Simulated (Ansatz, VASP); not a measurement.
One calculation of SiC, two programs

```
Si C
1.0
     2.39842   -1.39179    0.00000
     2.39842    1.39179    0.00000
    -0.29287    0.00000    4.19553
Si C
1 1
Direct
  0.83382 0.83382 0.50009
  0.16618 0.16618 0.49990
```

Alike in both runs: task relaxation of cell and atoms; functional PBE; k mesh 8 × 8 × 4; occupations gaussian, width 0.1 eV; no spin polarisation.

```csv
,VASP,Ansatz
version,VASP 6.6.1,Ansatz 0.2.0
potentials or method,"VASP PAW PBE potentials, release 64 (Si, C), cutoff 600 eV","scalar-relativistic, plane waves, PAW"
valence electrons in the cell,8,8
```

|  | VASP | Ansatz | Ansatz less VASP |
| --- | --- | --- | --- |
| gap on the k mesh at the Fermi level, each at its own relaxed structure (eV) | 2.16 | 1.76 | -0.401 |
| relaxed volume (Å³/atom) | 19.44 | 15.02 | -4.420 |
| relaxed cell length with the largest relative difference (Å) | 4.737 | 4.027 | -0.7096 |

One of these differences is far larger than is usual between the two programs; its cause wasn't traced.

Noted on VASP's run: the volume moved by over 15 % at a fixed basis, so the end points are rough.
